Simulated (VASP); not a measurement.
Input of a VASP 6.6.1 run:

POSCAR

```
NaTlS2
1.0
    4.1044901769      0.0000000000      0.0000000000
    0.0000000000      4.1044901769      0.0000000000
    0.0000000000      0.0000000000      6.6389352700
Na S Tl
1 2 1
Direct
    0.0000000000      0.0000000000      0.0000000000
    0.0000000000      0.5000000000      0.2708669251
    0.5000000000      0.0000000000      0.7291330749
    0.5000000000      0.5000000000      0.5000000000
```

The input INCAR.step1:

```
SYSTEM = NaTlS2
ALGO = Normal ; EDIFF = 1E-4
ENCUT = 520 ; GGA = PE
ISMEAR = 0 ; LASPH = .True.
LCHARG = .False. ; LREAL = .False.
LWAVE = .True. ; NBANDS = 24
NELM = 100 ; PREC = Accurate
SIGMA = 0.01
```

The input INCAR.step2:

```
SYSTEM = NaTlS2
ALGO = Normal ; EDIFF = 1E-7
ENCUT = 520 ; ISIF = 2
ISMEAR = 0 ; ISTART = 1
LASPH = .True. ; LCHARG = .False.
LMIXTAU = .True. ; LREAL = .False.
LWAVE = .False. ; METAGGA = R2SCAN
NBANDS = 24 ; NELM = 100
PREC = Accurate ; SIGMA = 0.01
```

Contents of KPOINTS:

```
k-points
0
Gamma
  6 6 4
  0 0 0
```

Potentials or basis: VASP PAW PBE potentials, release 64 (Na_pv, S, Tl_d).

Run with:

```bash
$ cat potpaw_PBE.64/Na_pv/POTCAR potpaw_PBE.64/S/POTCAR potpaw_PBE.64/Tl_d/POTCAR > POTCAR
$ cp INCAR.step1 INCAR
$ mpirun -np 1 vasp_std > vasp.out
$ cp INCAR.step2 INCAR
$ mpirun -np 1 vasp_std > vasp.out
```

(1) Estimate the largest force.

(2) Estimate the band gap on the k mesh.

(3) Estimate the pressure.

## Answers

(1) 0.004 eV/Å.

(2) 1.10 eV.

(3) -0.1 GPa.

Caveat: the PAW data sets were made with another functional, which shifts forces and pressure a little; spin-orbit coupling is left out, which moves the levels of the heavy elements.
